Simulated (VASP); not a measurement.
# AlCu (Pm-3m) in VASP: single point with r2SCAN

Aim: the single point of AlCu with r2SCAN.

Program: VASP 6.6.1. These are calculated values, not measurements. Logs are shortened: lines on timing, memory, paths and dates and some standing lists are left out, and cuts for length are marked.

### 1 The cell of the first run

It takes space group Pm-3m (No. 221, cubic). Conventional cell: a = 2.896 Å, b = 2.896 Å, c = 2.896 Å, α = 90.00°, β = 90.00°, γ = 90.00°. Within 3.3 Å of Al (site symmetry m-3m) lie 8 Cu at 2.51 Å and 6 Al at 2.90 Å. Cu (site symmetry m-3m) has 8 Al at 2.51 Å and 6 Cu at 2.90 Å within 3.3 Å.

### 2 Single point, r2SCAN (12.15 Å³/atom)

POSCAR

```
AlCu
1.0
    2.8964838685      0.0000000000      0.0000000000
    0.0000000000      2.8964838685      0.0000000000
    0.0000000000      0.0000000000      2.8964838685
Al Cu
1 1
Direct
    0.0000000000      0.0000000000      0.0000000000
    0.5000000000      0.5000000000      0.5000000000
```

INCAR.step1

```
  PREC = Accurate
  ENCUT = 900
  ISMEAR = 0
  SIGMA = 0.1
  LREAL = False
  LASPH = True
  NELM = 120
  NBANDS = 18
  GGA = PE
  ALGO = Normal
  EDIFF = 1E-5
  LWAVE = True
  LCHARG = False
  GGA_COMPAT = False
```

INCAR.step2

```
  PREC = Accurate
  ENCUT = 900
  EDIFF = 1E-6
  ISMEAR = 0
  SIGMA = 0.1
  LREAL = False
  LASPH = True
  NELM = 120
  ALGO = Normal
  ISIF = 2
  LWAVE = False
  LCHARG = False
  METAGGA = R2SCAN
  LMIXTAU = True
  NBANDS = 18
  ISTART = 1
  GGA_COMPAT = False
```

KPOINTS

```
Automatic mesh
0
Gamma
  14 14 14
```

Potentials or basis: VASP PAW PBE potentials, release 64 (Al, Cu_sv_GW).

On the command line:

```
$ cat potpaw_PBE.64/Al/POTCAR potpaw_PBE.64/Cu_sv_GW/POTCAR > POTCAR
$ cp INCAR.step1 INCAR
$ mpirun -np 1 vasp_std > vasp.out
$ cp INCAR.step2 INCAR
$ mpirun -np 1 vasp_std > vasp.out
```

OUTCAR:

```text
PREC = Accurate
   ENCUT = 900
   EDIFF = 1E-6
   ISMEAR = 0
   LREAL = False
   LASPH = True
   NELM = 120
   ISIF = 2
   METAGGA = R2SCAN
   ISTART = 1

 ion  position               nearest neighbor table
   1  0.000  0.000  0.000-   2 2.51   2 2.51   2 2.51   2 2.51   2 2.51   2 2.51   2 2.51   2 2.51

   2  0.500  0.500  0.500-   1 2.51   1 2.51   1 2.51   1 2.51   1 2.51   1 2.51   1 2.51   1 2.51

  LATTYP: Found a simple cubic cell.
 ALAT       =     2.8964838685

  Lattice vectors:

 A1 = (   2.8964838685,   0.0000000000,   0.0000000000)
 A2 = (   0.0000000000,   2.8964838685,   0.0000000000)
 A3 = (   0.0000000000,   0.0000000000,   2.8964838685)

Analysis of symmetry for initial positions (statically):
=====================================================================
 Subroutine PRICEL returns:
 Original cell was already a primitive cell.

 Routine SETGRP: Setting up the symmetry group for a
 simple cubic supercell.

 Subroutine GETGRP returns: Found 48 space group operations
 (whereof 48 operations were pure point group operations)
 out of a pool of 48 trial point group operations.

The static configuration has the point symmetry O_h .

Analysis of symmetry for dynamics (positions and initial velocities):
=====================================================================
 Subroutine PRICEL returns:
 Original cell was already a primitive cell.

 Routine SETGRP: Setting up the symmetry group for a
 simple cubic supercell.

 Subroutine GETGRP returns: Found 48 space group operations
 (whereof 48 operations were pure point group operations)
 out of a pool of 48 trial point group operations.

The dynamic configuration has the point symmetry O_h .

 Subroutine INISYM returns: Found 48 space group operations
 (whereof 48 operations are pure point group operations),
 and found     1 'primitive' translations

----------------------------------------------------------------------------------------

                                     Primitive cell

  volume of cell :      24.3004

  direct lattice vectors                    reciprocal lattice vectors
     2.896483868  0.000000000  0.000000000     0.345246183  0.000000000  0.000000000
     0.000000000  2.896483868  0.000000000     0.000000000  0.345246183  0.000000000
     0.000000000  0.000000000  2.896483868     0.000000000  0.000000000  0.345246183

  length of vectors
     2.896483868  2.896483868  2.896483868     0.345246183  0.345246183  0.345246183

  position of ions in fractional coordinates (direct lattice)
     0.000000000  0.000000000  0.000000000
     0.500000000  0.500000000  0.500000000

  ion indices of the primitive-cell ions
   primitive index   ion index
                 1           1
                 2           2

----------------------------------------------------------------------------------------

 KPOINTS: Automatic mesh

Automatic generation of k-mesh.
 Grid dimensions read from file:
 generate k-points for:   14   14   14

 Generating k-lattice:

  Cartesian coordinates                     Fractional coordinates (reciprocal lattice)
     0.024660442  0.000000000  0.000000000     0.071428571  0.000000000  0.000000000
     0.000000000  0.024660442  0.000000000     0.000000000  0.071428571  0.000000000
     0.000000000  0.000000000  0.024660442     0.000000000  0.000000000  0.071428571

  Length of vectors
     0.024660442  0.024660442  0.024660442

  Shift w.r.t. Gamma in fractional coordinates (k-lattice)
     0.000000000  0.000000000  0.000000000

 Subroutine IBZKPT returns following result:
 ===========================================

 Found    120 irreducible k-points:

 Following reciprocal coordinates:
            Coordinates               Weight
  0.000000  0.000000  0.000000      1.000000
  0.071429  0.000000  0.000000      6.000000
  0.142857  0.000000  0.000000      6.000000
  0.214286  0.000000  0.000000      6.000000
  0.285714  0.000000  0.000000      6.000000
  0.357143  0.000000  0.000000      6.000000
[... 16 lines left out ...]
  0.285714  0.214286  0.000000     24.000000
  0.357143  0.214286  0.000000     24.000000
 [... further k-points ...]
   k-points           NKPTS =    120   k-points in BZ     NKDIM =    120   number of bands    NBANDS=     18
   number of dos      NEDOS =    301   number of ions     NIONS =      2
   total plane-waves  NPLWV =  21952
   dimension x,y,z NGX =    28 NGY =   28 NGZ =   28
   dimension x,y,z NGXF=    56 NGYF=   56 NGZF=   56
   ions per type =               1   1
   NGX,Y,Z   is equivalent  to a cutoff of  16.07, 16.07, 16.07 a.u.
   NGXF,Y,Z  is equivalent  to a cutoff of  32.14, 32.14, 32.14 a.u.
 SYSTEM =  unknown system
   PREC   = accura    normal or accurate (medium, high low for compatibility)
   ISTART =      1    job   : 0-new  1-cont  2-samecut
   ICHARG =      0    charge: 1-file 2-atom 10-const
   ISPIN  =      1    spin polarized calculation?
   LNONCOLLINEAR =      F non collinear calculations
   LSORBIT =      F    spin-orbit coupling
   LASPH  =      T    aspherical Exc in radial PAW
   ENCUT  =  900.0 eV  66.15 Ry    8.13 a.u.   7.09  7.09  7.09*2*pi/ulx,y,z
   NELM   =    120;   NELMIN=  2; NELMDL=  0     # of ELM steps
   EDIFF  = 0.1E-05   stopping-criterion for ELM
   LREAL  =      F    real-space projection
   EDIFFG = 0.1E-04   stopping-criterion for IOM
   NSW    =      0    number of steps for IOM
   IBRION =     -1    ionic relax: 0-MD 1-quasi-New 2-CG
   NFREE  =      0    steps in history (QN), initial steepest desc. (CG)
   ISIF   =      2    stress and relaxation
   ISYM   =      2    0-nonsym 1-usesym 2-fastsym
   POTIM  = 0.5000    time-step for ionic-motion
   TEBEG  =    0.0;   TEEND  =   0.0 temperature during run
   PSTRESS=    0.0 pullay stress
   NELECT =      22.0000    total number of electrons
   NUPDOWN=      -1.0000    fix difference up-down
   EMIN   =  10.00;   EMAX   =-10.00  energy-range for DOS
   EFERMI =   0.00;   METHOD = LEGACY
   ISMEAR =     0;   SIGMA  =   0.10  broadening in eV -4-tet -1-fermi 0-gaus
   EFERMI_NEDOS =   21; number of points for ismear=-14 and -15
   IALGO  =     38    algorithm
   IMIX   =      4    mixing-type and parameters
     AMIX     =   0.40;   BMIX     =  1.00
     AMIX_MAG =   1.60;   BMIX_MAG =  1.00
  volume/ion in A,a.u.               =      12.15        81.99
  Fermi-wavevector in a.u.,A,eV,Ry     =   1.583718  2.992794 34.125640  2.508164
  Thomas-Fermi vector in A             =   2.683446
   LORBIT       =      0    0 simple, 1 ext, 2 COOP (PROOUT), +10 PAW based schemes
   METAGGA = R2SCAN    functional components
   LHFCALC =     F    Hartree Fock is set to
   AEXX    =    0.0000 exact exchange contribution
   IVDW    =     0    specifies the selected vdW correction
   LEPSILON=     F    determine dielectric tensor
   LRPA    =     F    only Hartree local field effects (RPA)
 non-spin polarized calculation
 Gauss-broadening in eV      SIGMA  =   0.10
  energy-cutoff  :      900.00
  volume of cell :       24.30
 maximum number of plane-waves:      1512
   NGX = 15   NGY = 15   NGZ = 15

 number of electron      22.0000015 magnetization

 Free energy of the ion-electron system (eV)
  ---------------------------------------------------
  ext. energy  EPLUGINS =         0.00000000
  ---------------------------------------------------
  free energy    TOTEN  =       -17.95060795 eV

  energy without entropy =      -17.94772366  energy(sigma->0) =      -17.94916581

 E-fermi :  10.3489     XC(G=0): -13.3024

 val. band max:       10.3312139875   @ k =   0.4286   0.4286   0.2143
 cond. band min:      10.3532915084   @ k =   0.5000   0.4286   0.2143
 fundamental gap:      0.0220775208
 Fermi energy:        10.3489199558

 k-point     1 :       0.0000    0.0000    0.0000
  band No.  band energies     occupation
      1    -108.0161      2.00000
      2     -63.8272      2.00000
      3     -63.8272      2.00000
      4     -63.8272      2.00000
      5      -2.6778      2.00000
      6       4.6540      2.00000
[... 10 lines left out ...]
     17      30.7546      0.00000
     18      30.7546      0.00000

 k-point     2 :       0.0714    0.0000    0.0000
  band No.  band energies     occupation
      1    -108.0160      2.00000
      2     -63.8278      2.00000
      3     -63.8271      2.00000
      4     -63.8271      2.00000
      5      -2.5803      2.00000
      6       4.6577      2.00000
[... 10 lines left out ...]
     17      29.6291      0.00000
     18      29.6499      0.00000

 k-point     3 :       0.1429    0.0000    0.0000
  band No.  band energies     occupation
      1    -108.0159      2.00000
      2     -63.8297      2.00000
      3     -63.8270      2.00000
      4     -63.8270      2.00000
      5      -2.2892      2.00000
      6       4.6546      2.00000
[... 10 lines left out ...]
     17      27.7887      0.00000
     18      27.7888      0.00000

 k-point     4 :       0.2143    0.0000    0.0000
  band No.  band energies     occupation
      1    -108.0158      2.00000
      2     -63.8324      2.00000
      3     -63.8268      2.00000
      4     -63.8268      2.00000
      5      -1.8085      2.00000
      6       4.5944      2.00000
[... 10 lines left out ...]
     17      25.9495      0.00000
     18      26.3870      0.00000

 k-point     5 :       0.2857    0.0000    0.0000
  band No.  band energies     occupation
      1    -108.0156      2.00000
      2     -63.8354      2.00000
      3     -63.8265      2.00000
      4     -63.8265      2.00000
      5      -1.1457      2.00000
      6       4.3655      2.00000
[... 10 lines left out ...]
     17      24.2149      0.00000
     18      26.5094      0.00000

 k-point     6 :       0.3571    0.0000    0.0000
  band No.  band energies     occupation
      1    -108.0154      2.00000
      2     -63.8380      2.00000
      3     -63.8263      2.00000
      4     -63.8263      2.00000
      5      -0.3135      2.00000
      6       3.7984      2.00000
[... 10 lines left out ...]
     17      22.6139      0.00000
     18      25.3528      0.00000

 k-point     7 :       0.4286    0.0000    0.0000
  band No.  band energies     occupation
      1    -108.0154      2.00000
      2     -63.8399      2.00000
      3     -63.8262      2.00000
      4     -63.8262      2.00000
      5       0.6660      2.00000
      6       2.8623      2.00000
[... 10 lines left out ...]
     17      23.2085      0.00000
     18      24.6053      0.00000

 k-point     8 :       0.5000    0.0000    0.0000
  band No.  band energies     occupation
      1    -108.0153      2.00000
      2     -63.8405      2.00000
      3     -63.8261      2.00000
      4     -63.8261      2.00000
      5       1.6805      2.00000
      6       1.8312      2.00000
[... 10 lines left out ...]
     17      24.1270      0.00000
     18      24.3777      0.00000
[... 229 lines left out ...]
     17      24.3948      0.00000
     18      26.3384      0.00000

 k-point    20 :       0.4286    0.1429    0.0000
  band No.  band energies     occupation
      1    -108.0152      2.00000
      2     -63.8397      2.00000
      3     -63.8287      2.00000
      4     -63.8260      2.00000
      5       1.0034      2.00000
      6       3.1005      2.00000
[... 10 lines left out ...]
     17      24.6236      0.00000
     18      26.0481      0.00000

 k-point    21 :       0.5000    0.1429    0.0000
  band No.  band energies     occupation
      1    -108.0152      2.00000
      2     -63.8403      2.00000
      3     -63.8286      2.00000
      4     -63.8260      2.00000
      5       2.0546      2.00000
      6       2.0561      2.00000
[... 10 lines left out ...]
     17      24.4770      0.00000
     18      26.3327      0.00000

 k-point    22 :       0.2143    0.2143    0.0000
  band No.  band energies     occupation
      1    -108.0155      2.00000
      2     -63.8320      2.00000
      3     -63.8319      2.00000
      4     -63.8264      2.00000
      5      -0.9616      2.00000
      6       4.7349      2.00000
[... 10 lines left out ...]
     17      26.4565      0.00000
     18      26.7396      0.00000

 k-point    23 :       0.2857    0.2143    0.0000
  band No.  band energies     occupation
      1    -108.0153      2.00000
      2     -63.8349      2.00000
      3     -63.8317      2.00000
      4     -63.8262      2.00000
      5      -0.3197      2.00000
      6       4.5633      2.00000
[... 10 lines left out ...]
     17      25.5382      0.00000
     18      27.0553      0.00000

 k-point    24 :       0.3571    0.2143    0.0000
  band No.  band energies     occupation
      1    -108.0152      2.00000
      2     -63.8376      2.00000
      3     -63.8315      2.00000
      4     -63.8260      2.00000
      5       0.4797      2.00000
      6       4.1175      2.00000
[... 10 lines left out ...]
     17      25.5949      0.00000
     18      27.4733      0.00000

 [... further k-points ...]

------------------------ aborting loop because EDIFF is reached ----------------------------------------

  FORCE on cell =-STRESS in cart. coord.  units (eV):
  Direction    XX          YY          ZZ          XY          YZ          ZX
  --------------------------------------------------------------------------------------
  -------------------------------------------------------------------------------------
  Total        1.3229385      1.3229385      1.3229385      0.0000000     -0.0000000      0.0000000
  in kB       87.2241787     87.2241787     87.2241787      0.0000000     -0.0000000      0.0000000
  external PRESSURE =      87.2241787 kB  Pullay stress =       0.0000000 kB

 VOLUME and BASIS-vectors are now :
 -----------------------------------------------------------------------------
  energy-cutoff  :      900.00
  volume of cell :       24.30
      direct lattice vectors                 reciprocal lattice vectors
     2.896483868  0.000000000  0.000000000     0.345246183  0.000000000  0.000000000
     0.000000000  2.896483868  0.000000000     0.000000000  0.345246183  0.000000000
     0.000000000  0.000000000  2.896483868     0.000000000  0.000000000  0.345246183

 POSITION                                       TOTAL-FORCE (eV/Angst)
 -----------------------------------------------------------------------------------
      0.00000      0.00000      0.00000         0.000000      0.000000      0.000000
      1.44824      1.44824      1.44824         0.000000      0.000000      0.000000
 -----------------------------------------------------------------------------------
    total drift:                                0.000000      0.000000      0.000000

  FREE ENERGIE OF THE ION-ELECTRON SYSTEM (eV)
  ---------------------------------------------------
  free  energy   TOTEN  =       -17.9506079547 eV

  energy  without entropy=      -17.9477236626  energy(sigma->0) =      -17.94916581
```

Run time: 4.8 min. Hardware: 1 thread of Intel Xeon Platinum 8375C at 2.90GHz (Ice Lake), shared host; peak memory 0.29 GiB.

Results:

* Free energy: -17.9506 eV
* Pressure: 8.7 GPa
* Band gap on the k mesh: zero (bands 11 and 12 overlap by 5.23 eV)

Caveat: the cell stands under pressure; the PAW data sets were made with another functional, which shifts forces and pressure a little.

The gap in the log of VASP goes by the Fermi energy; the results here count the filled bands.